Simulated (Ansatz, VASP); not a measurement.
TePb3Se2: VASP beside Ansatz

```
CELL_PARAMETERS angstrom
4.47785 0.00000 0.00000
-2.23893 3.87793 0.00000
0.00000 0.00000 10.97135
ATOMIC_POSITIONS crystal
Te 0.00000 0.00000 0.50000
Pb 0.33333 0.66667 0.68082
Pb 0.66667 0.33333 0.31918
Pb 0.00000 0.00000 0.00000
Se 0.33333 0.66667 0.16027
Se 0.66667 0.33333 0.83973
```

Alike in both runs: functional PBE; k mesh 12 × 12 × 4; occupations gaussian, width 0.02 eV; no spin polarisation.

Ansatz relaxed the structure, and its values are those at the end. VASP's run is a single point on that final structure, the one shown.

|  | VASP | Ansatz |
| --- | --- | --- |
| version | VASP 6.6.1 | Ansatz 0.2.0 |
| potentials or method | VASP PAW PBE potentials, release 64 (Te, Pb_d, Se), cutoff 520 eV | scalar-relativistic, plane waves, PAW |
| valence electrons in the cell | 60 | 90 |

```csv
,VASP,Ansatz,Ansatz less VASP
gap on the k mesh at the Fermi level (eV),0.57,0.57,-0.004
least direct gap on the mesh (eV),0.58,0.57,-0.005
pressure (GPa),0.0,0.0,+0.03
```

VASP's potentials hold 60 valence electrons a cell and Ansatz's 90, so a difference there can come from the potentials and not from the codes.

Neither program's run includes spin-orbit coupling.
